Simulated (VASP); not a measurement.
# Ba2Ho3Te (Fmmm) in VASP: relaxation of cell and atoms with PBE

Aim: the relaxation of cell and atoms of Ba2Ho3Te with PBE.

Everything below comes from runs of VASP 6.6.1. Logs are shortened: lines on timing, memory, paths and dates and some standing lists are left out, and cuts for length are marked.

**1. The cell of the first run**

Symmetry: Fmmm, No. 69, orthorhombic system. The conventional cell has a = 6.582 Å, b = 10.334 Å, c = 12.964 Å, α = 90.00°, β = 90.00°, γ = 90.00°. Within 4.2 Å of Ba (site symmetry 222) lie 4 Ho at 3.17 Å and 2 Ba at 3.29 Å. Within 3.2 Å of Ho (site symmetry mm2) lie 1 Te at 2.43 Å and 4 Ba at 3.17 Å. Within 4.5 Å of Ho (site symmetry mmm) lie 2 Te at 3.29 Å and 6 Ho at 4.06 to 4.09 Å and 8 Ba at 4.46 Å. Within 3.3 Å of Te (site symmetry mmm) lie 4 Ho at 2.43 to 3.29 Å.

The cell was generated, and may not be a known phase.

**2. Relaxation of cell and atoms, PBE**

Contents of INCAR:

```
SYSTEM = Ba2Ho3Te
  ALGO = Normal
  EDIFF = 1E-7
  EDIFFG = -0.08
  ENCUT = 500
  GGA = PE
  GGA_COMPAT = .FALSE.
  IBRION = 2
  ISIF = 3
  ISMEAR = 0
  LASPH = .TRUE.
  LCHARG = .FALSE.
  LMAXMIX = 6
  LREAL = .FALSE.
  LWAVE = .FALSE.
  NELM = 200
  NELMIN = 4
  NSW = 36
  PREC = Accurate
  SIGMA = 0.2
```

Contents of KPOINTS:

```
k-points
0
G
  3 3 3
  0 0 0
```

Contents of POSCAR:

```
Ba2Ho3Te
1.0
    0.0000000000      5.1669687900      6.4817828000
    3.2911885900      0.0000000000      6.4817828000
    3.2911885900      5.1669687900      0.0000000000
Ba Ho Te
2 3 1
Direct
    0.2500000000      0.2500000000      0.2500000000
    0.7500000000      0.7500000000      0.7500000000
    0.1870729600      0.1870729600      0.8129270400
    0.8129270400      0.8129270400      0.1870729600
    0.5000000000      0.5000000000      0.5000000000
    0.0000000000      0.0000000000      0.0000000000
```

Potentials or basis: VASP PAW PBE potentials, release 64 (Ba_sv, Ho_3, Te), 4f in core.

On the command line:

```bash
> cat potpaw_PBE.64/Ba_sv/POTCAR potpaw_PBE.64/Ho_3/POTCAR potpaw_PBE.64/Te/POTCAR > POTCAR
> mpirun -np 1 vasp_std > vasp.out
```

OUTCAR:

```text
SYSTEM = Ba2Ho3Te
   EDIFF = 1E-7
   EDIFFG = -0.08
   ENCUT = 500
   GGA = PE
   IBRION = 2
   ISIF = 3
   ISMEAR = 0
   LASPH = .TRUE.
   LREAL = .FALSE.
   NELM = 200
   NELMIN = 4
   NSW = 36
   PREC = Accurate

 ion  position               nearest neighbor table
   1  0.250  0.250  0.250-   4 3.17   4 3.17   3 3.17   3 3.17   2 3.29   2 3.29
   2  0.750  0.750  0.750-   4 3.17   4 3.17   3 3.17   3 3.17   1 3.29   1 3.29
   3  0.187  0.187  0.813-   6 2.43   2 3.17   1 3.17   2 3.17   1 3.17   4 3.67   4 3.67
   4  0.813  0.813  0.187-   6 2.43   2 3.17   2 3.17   1 3.17   1 3.17   3 3.67   3 3.67
   5  0.500  0.500  0.500-   6 3.29   6 3.29
   6  0.000  0.000  0.000-   3 2.43   4 2.43   5 3.29   5 3.29

  LATTYP: Found a face centered orthorhombic cell.
 ALAT       =     6.5823771800
 B/A-ratio  =     1.5699400532
 C/A-ratio  =     1.9694352428

  Lattice vectors:

 A1 = (   0.0000000000,   5.1669687900,   6.4817828000)
 A2 = (   3.2911885900,   0.0000000000,   6.4817828000)
 A3 = (   3.2911885900,   5.1669687900,   0.0000000000)

Analysis of symmetry for initial positions (statically):
=====================================================================
 Subroutine PRICEL returns:
 Original cell was already a primitive cell.

 Routine SETGRP: Setting up the symmetry group for a
 face centered orthorhombic supercell.

 Subroutine GETGRP returns: Found  8 space group operations
 (whereof  8 operations were pure point group operations)
 out of a pool of  8 trial point group operations.

The static configuration has the point symmetry D_2h.

Analysis of symmetry for dynamics (positions and initial velocities):
=====================================================================
 Subroutine PRICEL returns:
 Original cell was already a primitive cell.

 Routine SETGRP: Setting up the symmetry group for a
 face centered orthorhombic supercell.

 Subroutine GETGRP returns: Found  8 space group operations
 (whereof  8 operations were pure point group operations)
 out of a pool of  8 trial point group operations.

The dynamic configuration has the point symmetry D_2h.

 Subroutine INISYM returns: Found  8 space group operations
 (whereof  8 operations are pure point group operations),
 and found     1 'primitive' translations

----------------------------------------------------------------------------------------

                                     Primitive cell

  volume of cell :     220.4515

  direct lattice vectors                    reciprocal lattice vectors
     0.000000000  5.166968790  6.481782800    -0.151920799  0.096768535  0.077139271
     3.291188590  0.000000000  6.481782800     0.151920799 -0.096768535  0.077139271
     3.291188590  5.166968790  0.000000000     0.151920799  0.096768535 -0.077139271

  length of vectors
     8.289214362  7.269486268  6.126131635     0.195945262  0.195945262  0.195945262

  position of ions in fractional coordinates (direct lattice)
     0.250000000  0.250000000  0.250000000
     0.750000000  0.750000000  0.750000000
     0.187072960  0.187072960  0.812927040
     0.812927040  0.812927040  0.187072960
     0.500000000  0.500000000  0.500000000
     0.000000000  0.000000000  0.000000000

  ion indices of the primitive-cell ions
   primitive index   ion index
                 1           1
                 2           2
                 3           3
                 4           4
                 5           5
                 6           6

----------------------------------------------------------------------------------------

 KPOINTS: k-points

Automatic generation of k-mesh.
 Grid dimensions read from file:
 generate k-points for:    3    3    3

 Generating k-lattice:

  Cartesian coordinates                     Fractional coordinates (reciprocal lattice)
    -0.050640266  0.032256178  0.025713090     0.333333333  0.000000000 -0.000000000
     0.050640266 -0.032256178  0.025713090     0.000000000  0.333333333  0.000000000
     0.050640266  0.032256178 -0.025713090    -0.000000000  0.000000000  0.333333333

  Length of vectors
     0.065315087  0.065315087  0.065315087

  Shift w.r.t. Gamma in fractional coordinates (k-lattice)
     0.000000000  0.000000000  0.000000000

 Subroutine IBZKPT returns following result:
 ===========================================

 Found      8 irreducible k-points:

 Following reciprocal coordinates:
            Coordinates               Weight
  0.000000  0.000000  0.000000      1.000000
  0.333333  0.000000  0.000000      8.000000
  0.333333  0.333333  0.000000      2.000000
 -0.333333  0.333333 -0.000000      4.000000
  0.333333  0.000000  0.333333      2.000000
 -0.333333 -0.000000  0.333333      4.000000
  0.000000  0.333333  0.333333      2.000000
 -0.333333  0.333333  0.333333      4.000000
   k-points           NKPTS =      8   k-points in BZ     NKDIM =      8   number of bands    NBANDS=     31
   number of dos      NEDOS =    301   number of ions     NIONS =      6
   total plane-waves  NPLWV = 155520
   dimension x,y,z NGX =    60 NGY =   54 NGZ =   48
   dimension x,y,z NGXF=   120 NGYF=  108 NGZF=   96
   ions per type =               2   3   1
   NGX,Y,Z   is equivalent  to a cutoff of  12.03, 12.35, 13.03 a.u.
   NGXF,Y,Z  is equivalent  to a cutoff of  24.07, 24.70, 26.05 a.u.
 SYSTEM =  Ba2Ho3Te
   PREC   = accura    normal or accurate (medium, high low for compatibility)
   ISTART =      0    job   : 0-new  1-cont  2-samecut
   ICHARG =      2    charge: 1-file 2-atom 10-const
   ISPIN  =      1    spin polarized calculation?
   LNONCOLLINEAR =      F non collinear calculations
   LSORBIT =      F    spin-orbit coupling
   LASPH  =      T    aspherical Exc in radial PAW
   ENCUT  =  500.0 eV  36.75 Ry    6.06 a.u.  15.11 13.25 11.17*2*pi/ulx,y,z
   NELM   =    200;   NELMIN=  4; NELMDL= -5     # of ELM steps
   EDIFF  = 0.1E-06   stopping-criterion for ELM
   LREAL  =      F    real-space projection
   EDIFFG = -.8E-01   stopping-criterion for IOM
   NSW    =     36    number of steps for IOM
   IBRION =      2    ionic relax: 0-MD 1-quasi-New 2-CG
   NFREE  =      1    steps in history (QN), initial steepest desc. (CG)
   ISIF   =      3    stress and relaxation
   ISYM   =      2    0-nonsym 1-usesym 2-fastsym
   POTIM  = 0.5000    time-step for ionic-motion
   TEBEG  =    0.0;   TEEND  =   0.0 temperature during run
   PSTRESS=    0.0 pullay stress
   NELECT =      53.0000    total number of electrons
   NUPDOWN=      -1.0000    fix difference up-down
   EMIN   =  10.00;   EMAX   =-10.00  energy-range for DOS
   EFERMI =   0.00;   METHOD = LEGACY
   ISMEAR =     0;   SIGMA  =   0.20  broadening in eV -4-tet -1-fermi 0-gaus
   EFERMI_NEDOS =   21; number of points for ismear=-14 and -15
   IALGO  =     38    algorithm
   IMIX   =      4    mixing-type and parameters
     AMIX     =   0.40;   BMIX     =  1.00
     AMIX_MAG =   1.60;   BMIX_MAG =  1.00
  volume/ion in A,a.u.               =      36.74       247.95
  Fermi-wavevector in a.u.,A,eV,Ry     =   1.017956  1.923658 14.098831  1.036235
  Thomas-Fermi vector in A             =   2.151387
   LORBIT       =      0    0 simple, 1 ext, 2 COOP (PROOUT), +10 PAW based schemes
   GGA     = PE    functional components
   LHFCALC =     F    Hartree Fock is set to
   AEXX    =    0.0000 exact exchange contribution
   IVDW    =     0    specifies the selected vdW correction
   LEPSILON=     F    determine dielectric tensor
   LRPA    =     F    only Hartree local field effects (RPA)
 conjugate gradient relaxation of ions
 non-spin polarized calculation
 Gauss-broadening in eV      SIGMA  =   0.20
  energy-cutoff  :      500.00
  volume of cell :      220.45
 maximum number of plane-waves:      5605
   NGX = 31   NGY = 27   NGZ = 23

--------------------------------------- Ionic step        1  -------------------------------------------

 number of electron      53.0000001 magnetization

 Free energy of the ion-electron system (eV)
  ---------------------------------------------------
  ext. energy  EPLUGINS =         0.00000000
  ---------------------------------------------------
  free energy    TOTEN  =       -14.65688057 eV

  energy without entropy =      -14.50350375  energy(sigma->0) =      -14.58019216

------------------------ aborting loop because EDIFF is reached ----------------------------------------

  FORCE on cell =-STRESS in cart. coord.  units (eV):
  Direction    XX          YY          ZZ          XY          YZ          ZX
  --------------------------------------------------------------------------------------
  -------------------------------------------------------------------------------------
  Total        5.3585176     12.4468793     28.4479413      0.0000000      0.0000000      0.0000000
  in kB       38.9441444     90.4602918    206.7513474      0.0000000      0.0000000      0.0000000
  external PRESSURE =     112.0519279 kB  Pullay stress =       0.0000000 kB
[... 101 lines left out ...]
  FREE ENERGIE OF THE ION-ELECTRON SYSTEM (eV)
  ---------------------------------------------------
  free  energy   TOTEN  =       -17.2868447712 eV

  energy  without entropy=      -17.0859994502  energy(sigma->0) =      -17.18642211

[... ionic steps 4 to 10 ...]

--------------------------------------- Ionic step       11  -------------------------------------------

 number of electron      53.0000000 magnetization

------------------------ aborting loop because EDIFF is reached ----------------------------------------

  FORCE on cell =-STRESS in cart. coord.  units (eV):
  Direction    XX          YY          ZZ          XY          YZ          ZX
  --------------------------------------------------------------------------------------
  -------------------------------------------------------------------------------------
  Total        0.4762158      0.0281230     -0.8928633      0.0000000      0.0000000      0.0000000
  in kB        2.6609512      0.1571427     -4.9890524      0.0000000      0.0000000      0.0000000
  external PRESSURE =      -0.7236528 kB  Pullay stress =       0.0000000 kB
[... 65 lines left out ...]
  energy  without entropy=      -19.0386821422  energy(sigma->0) =      -19.11159895

--------------------------------------- Ionic step       13  -------------------------------------------

 number of electron      53.0000000 magnetization

 Free energy of the ion-electron system (eV)
  ---------------------------------------------------
  ext. energy  EPLUGINS =         0.00000000
  ---------------------------------------------------
  free energy    TOTEN  =       -19.19026060 eV

  energy without entropy =      -19.05045881  energy(sigma->0) =      -19.12035970

 E-fermi :   2.0743     XC(G=0):  -7.9081

 val. band max:        2.0464762007   @ k =   0.0000   0.0000   0.0000
 cond. band min:       2.1279896476   @ k =  -0.3333   0.3333   0.3333
 fundamental gap:      0.0815134470
 Fermi energy:         2.0743240606

 k-point     1 :       0.0000    0.0000    0.0000
  band No.  band energies     occupation
      1     -26.5994      2.00000
      2     -26.3748      2.00000
      3     -23.3013      2.00000
      4     -23.2008      2.00000
      5     -23.0782      2.00000
      6     -22.3537      2.00000
[... 294 lines left out ...]
  FREE ENERGIE OF THE ION-ELECTRON SYSTEM (eV)
  ---------------------------------------------------
  free  energy   TOTEN  =       -19.1902605968 eV

  energy  without entropy=      -19.0504588079  energy(sigma->0) =      -19.12035970

 reached required accuracy - stopping structural energy minimisation
```

Wall time 26 min (1 thread of Intel Xeon 6975P-C (Granite Rapids), shared host); peak memory 0.45 GiB.

What came out:

| Quantity | Value |
| --- | --- |
| Free energy | -19.1903 eV |
| Relaxed volume | 47.93 Å³/atom |
| Relaxed cell | a = 9.081 Å, b = 7.152 Å, c = 7.464 Å, α = 76.79°, β = 50.06°, γ = 53.15° |
| Space group after relaxing (to 0.1 Å) | Fmmm (No. 69) |
| Energy gained by relaxing | 755.6 meV/atom |
| Ionic steps | 13 |
| Pressure after relaxing | 0.0 GPa |
| Largest force after relaxing | 0.068 eV/Å |
| Band gap on the k mesh | zero (an odd number of electrons rules out a gap without spin polarisation) |

Forces on the atoms (eV/Å):
```
Ba   0.000  0.000  0.000
Ba   0.000  0.000  0.000
Ho   0.000  0.000  0.068
Ho   0.000  0.000 -0.068
Ho   0.000  0.000  0.000
Te   0.000  0.000  0.000
```

Step by step:
```csv
step,energy change (eV),largest force (eV/Å),pressure (GPa),volume (Å³)
1,0.0000,7.0071,11.21,220.45
2,-2.0003,0.6619,-0.90,310.82
3,-2.6300,0.2128,1.08,266.24
4,-3.5764,0.3956,-0.12,287.83
5,-4.1163,0.5368,-1.39,321.06
6,-4.3163,1.1400,-0.10,299.27
7,-4.3190,1.2456,0.13,296.31
8,-4.4712,0.6067,0.34,285.53
9,-4.5014,0.1021,0.63,277.00
10,-4.5024,0.1766,0.58,278.23
11,-4.5276,0.0294,-0.07,286.73
12,-4.5276,0.0367,-0.09,287.07
13,-4.5334,0.0679,-0.03,287.57
```

Final structure:
```cif
data_structure
_symmetry_space_group_name_H-M 'P 1'
_symmetry_Int_Tables_number 1
_cell_length_a 9.0806
_cell_length_b 7.1516
_cell_length_c 7.4640
_cell_angle_alpha 76.789
_cell_angle_beta 50.061
_cell_angle_gamma 53.150
_cell_volume 287.57
loop_
_atom_site_label
_atom_site_type_symbol
_atom_site_fract_x
_atom_site_fract_y
_atom_site_fract_z
_atom_site_occupancy
Ba1 Ba 0.25000 0.25000 0.25000 1
Ba2 Ba 0.75000 0.75000 0.75000 1
Ho1 Ho 0.22877 0.22877 0.77123 1
Ho2 Ho 0.77123 0.77123 0.22877 1
Ho3 Ho 0.50000 0.50000 0.50000 1
Te1 Te 0.00000 0.00000 0.00000 1
```

Caveat: the k points lie up to 0.38 Å⁻¹ apart in the final cell, too coarse for converged energies and pressures of a metal; the volume moved by over 15 % at a fixed basis, so the end points are rough; spin-orbit coupling is left out, which moves the levels of the heavy elements; the 4f electrons are frozen in the core, so they carry no moment and show no levels; the relaxation stopped at a loose force limit of 0.08 eV/Å, so its end isn't a converged minimum.

The gap in the log of VASP goes by the Fermi energy; the results here count the filled bands.